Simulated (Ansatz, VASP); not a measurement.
## Be16H: VASP beside Ansatz

```xyz
17
Lattice="-2.2900 -3.9664 0.0000 3.4350 -1.9832 0.0000 0.0000 0.0000 7.1769" Properties=species:S:1:pos:R:3 pbc="T T T"
Be   -0.0070   -3.9682    0.0019
Be    0.0246   -2.6585    1.7618
Be   -0.0371   -3.9841    3.5547
Be   -0.0228   -2.6311    5.4149
Be   -1.1669   -1.9706    0.0322
Be    2.2989   -2.6438    1.7905
Be   -1.1189   -1.9982    3.5580
Be    2.3261   -2.6258    5.4152
Be    1.1430   -1.9763    0.0019
Be    1.1361   -0.6560    1.7757
Be    1.1418   -1.9422    3.5547
Be    1.1440   -0.6605    5.3954
Be    0.0116   -0.0067    0.0173
Be    1.1490   -4.6355    1.7905
Be    0.0030   -0.0017    3.5714
Be    1.1471   -4.6680    5.4152
H     1.1640   -3.3165    4.4843
```

Alike in both runs: functional PBEsol; k mesh 3 × 3 × 2; occupations fermi-dirac, width 0.1 eV; no spin polarisation.

Ansatz relaxed the structure, and its values are those at the end. VASP's run is a single point on that final structure, the one shown.

```csv
,VASP,Ansatz
version,VASP 6.6.1,Ansatz 0.2.0
potentials or method,"VASP PAW PBE potentials, release 64 (Be, H), cutoff 520 eV","scalar-relativistic, plane waves, PAW"
valence electrons in the cell,33,33
```

|  | VASP | Ansatz | Ansatz less VASP |
| --- | --- | --- | --- |
| rms of the force components (eV/Å) | 0.010 | 0.010 | -0.0002 |

VASP's potentials were made for PBE, not for PBEsol.

The k mesh is coarse, so the values compare programs but aren't converged.
